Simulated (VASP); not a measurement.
Wanted: the native input for a VASP 6.6.1 run.

```yaml
Task: single point
Functional: PBEsol
Potentials_or_basis: VASP PAW PBE potentials, release 64 (Ce, C)
Cutoff: 520 eV
k_mesh: 10 × 10 × 10
Occupations: gaussian, width 0.05 eV
Spin: no spin polarisation
Dipole_correction: no
Further_INCAR_settings: ALGO = Normal; EDIFF = 1e-07; NBANDS = 15
```

The structure of CeC lies in POSCAR:

```
CeC
1.0
    0.0000000000      2.7293151305      2.7293151305
    2.7293151305      0.0000000000      2.7293151305
    2.7293151305      2.7293151305      0.0000000000
Ce C
1 1
Direct
    0.0000000000      0.0000000000      0.0000000000
    0.2500000000      0.2500000000      0.2500000000
```

This cell differs from its parent crystal: volume scaled by 1.020.

These files were run (other wordings do the same):

INCAR

```
SYSTEM = CeC
PREC = Accurate ; ENCUT = 520
EDIFF = 1E-7 ; ISMEAR = 0
SIGMA = 0.05 ; LREAL = .False.
LASPH = .True. ; NELM = 100
ALGO = Normal ; ISIF = 2
LWAVE = .False. ; LCHARG = .False.
GGA = PS ; NBANDS = 15
```

KPOINTS

```
Automatic mesh
0
Gamma
  10 10 10
  0 0 0
```

Potentials or basis: VASP PAW PBE potentials, release 64 (Ce, C).

Command:

```bash
$ cat potpaw_PBE.64/Ce/POTCAR potpaw_PBE.64/C/POTCAR > POTCAR
$ mpirun -np 1 vasp_std > vasp.out
```

It gave:

```
Pressure               : -1.9 GPa
Band gap on the k mesh : 0.09 eV, indirect (least direct gap 0.76 eV)
```

Caveat: the PAW data sets were made with another functional, which shifts forces and pressure a little; spin-orbit coupling is left out, which moves the levels of the heavy elements; without U or exact exchange the open f shell lies at the Fermi level, which spoils levels, moments and volumes.

It took 28 s on 1 thread of Intel(R) Xeon(R) 6975P-C (Granite Rapids), on a shared host, peak memory 0.2 GiB.
